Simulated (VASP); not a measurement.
Set up this calculation in VASP 6.6.1, as the native input.

```yaml
Task: single point
Functional: LDA
Potentials_or_basis: VASP PAW LDA potentials, release 64 (Ta_pv, N)
Cutoff: 520 eV
k_mesh: 12 × 12 × 10
Occupations: fermi-dirac, width 0.02 eV
Spin: no spin polarisation
Dipole_correction: no
Further_INCAR_settings: ALGO = Normal; EDIFF = 1e-06; NBANDS = 15
```

The structure of TaN lies in POSCAR:

```
TaN
1.0
    2.9574563715      0.0000000000      0.0000000000
   -1.4787281858      2.5612323484      0.0000000000
    0.0000000000      0.0000000000      2.9020932717
Ta N
1 1
Direct
    0.3333333333      0.6666666667      0.5000000000
    0.0000000000      0.0000000000      0.0000000000
```

This cell differs from its parent crystal: volume scaled by 1.02.

One way to write it, as run:

INCAR

```
SYSTEM = TaN
  PREC = Accurate
  ENCUT = 520
  EDIFF = 1E-6
  ISMEAR = -1
  SIGMA = 0.02
  LREAL = .False.
  LASPH = .True.
  NELM = 80
  ALGO = Normal
  ISIF = 2
  LWAVE = .False.
  LCHARG = .False.
  GGA = CA
  NBANDS = 15
```

KPOINTS

```
regular mesh
0
Gamma
  12 12 10
  0 0 0
```

Potentials or basis: VASP PAW LDA potentials, release 64 (Ta_pv, N).

Launch:

```console
$ cat potpaw_LDA.64/Ta_pv/POTCAR potpaw_LDA.64/N/POTCAR > POTCAR
$ mpirun -np 1 vasp_std > vasp.out
```

It gave:

| Property | Result |
| --- | --- |
| Pressure | -16.2 GPa |
| Band gap on the k mesh | zero (band 8 reaches 8.27 eV, above the bottom of band 9 at 7.79 eV) |

Caveat: spin-orbit coupling is left out, which moves the levels of the heavy elements.

Run time: 86 s on 1 thread of Intel Xeon 8259CL, with other jobs on the host, peak memory 0.16 GiB.
